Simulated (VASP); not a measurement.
The system is KTaO3.

```
CELL_PARAMETERS angstrom
4.02454 0.00000 0.00000
0.00000 4.02454 0.00000
0.00000 0.00000 4.02454
ATOMIC_POSITIONS crystal
K 0.50000 0.50000 0.50000
Ta 0.00000 0.00000 0.00000
O 0.50000 0.00000 0.00000
O 0.00000 0.50000 0.00000
O 0.00000 0.00000 0.50000
```

Base run:

```yaml
Program: VASP 6.6.1
Functional: PBE
Potentials_or_basis: VASP PAW PBE potentials, release 64 (K_sv, Ta_pv, O)
Cutoff: 520 eV
k_mesh: 8 × 8 × 8
Occupations: gaussian, width 0.02 eV
Spin: no spin polarisation
```

Its results: band gap on the k mesh 2.12 eV, indirect (least direct gap 2.75 eV); pressure 0.6 GPa.

Task: The run is repeated on the same cell with these changes: functional from PBE to r2SCAN; further incar settings from ALGO = Normal; EDIFF = 1e-06; NBANDS = 27 to ALGO = Normal; EDIFF = 1e-07; NBANDS = 27. What comes out?

Result: Band gap on the k mesh 2.53 eV, indirect (least direct gap 3.19 eV); pressure -4.3 GPa.

Caveats: spin-orbit coupling is left out, which moves the levels of the heavy elements; the PAW data sets were made with another functional, which shifts forces and pressure a little (some runs).

A k mesh can miss the band edges.
